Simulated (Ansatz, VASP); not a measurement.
## Two plane-wave programs on BN

```
B N
1.0
     2.55394    0.00000    0.00000
    -1.27697    2.21178    0.00000
     0.00000    0.00000    4.22685
B N
2 2
Direct
  0.66667 0.33333 0.99972
  0.33333 0.66667 0.49972
  0.75401 0.39727 0.57796
  0.33333 0.66667 0.12528
```

Alike in both runs: task single point; functional PBE; k mesh 12 × 12 × 6; occupations gaussian, width 0.05 eV; no spin polarisation.

```csv
,VASP,Ansatz
version,VASP 6.6.1,Ansatz 0.2.0
potentials or method,"VASP PAW PBE potentials, release 64 (B, N), cutoff 520 eV","scalar-relativistic, plane waves, PAW"
valence electrons in the cell,16,16
```

Ansatz gave:

| Quantity | Value |
| --- | --- |
| gap on the k mesh at the Fermi level (eV) | 4.61 |
| least direct gap on the mesh (eV) | 6.34 |
| pressure (GPa) | 17.0 |
| traceless stress, the component that is largest in VASP (GPa) | 15.83 |
| rms of the force components (eV/Å) | 4.173 |

Task: Which values does VASP return?

Result: gap on the k mesh at the Fermi level (eV): 4.60; least direct gap on the mesh (eV): 6.34; pressure (GPa): 17.1; traceless stress, the component that is largest in VASP (GPa): 15.88; rms of the force components (eV/Å): 4.176.

Atom by atom the forces differ by 0.008 eV/Å (rms over components). The functional is the same, so the differences come from potentials, cutoffs and numerics.
